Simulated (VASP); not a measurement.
MoS2, 6 atoms in the cell. The cell holds a slab with vacuum, 6 atoms: a = 3.142 Å, b = 3.142 Å, c = 35.453 Å, α = 90.00°, β = 90.00°, γ = 120.00°. 

```yaml
Program: VASP 6.6.1
Task: single point
Functional: PBEsol
Potentials_or_basis: VASP PAW PBE potentials, release 64 (S, Mo_sv)
Cutoff: 520 eV
k_mesh: 9 × 9 × 1
Occupations: gaussian, width 0.05 eV
Spin: no spin polarisation
Dipole_correction: yes
Further_INCAR_settings: ALGO = Normal; EDIFF = 1e-06; NBANDS = 35
```

Potentials or basis: VASP PAW PBE potentials, release 64 (S, Mo_sv).

Launch:

```bash
$ cat potpaw_PBE.64/S/POTCAR potpaw_PBE.64/Mo_sv/POTCAR > POTCAR
$ mpirun -np 1 vasp_std > vasp.out
```

Hardware: 1 thread of AMD EPYC 7R13, with other jobs on the host.

How long does it take, and how much memory?

Wall time 5.5 min on 1 thread of AMD EPYC 7R13, with other jobs on the host, peak memory 0.4 GiB. Counts: scf iterations 23, k points 12.
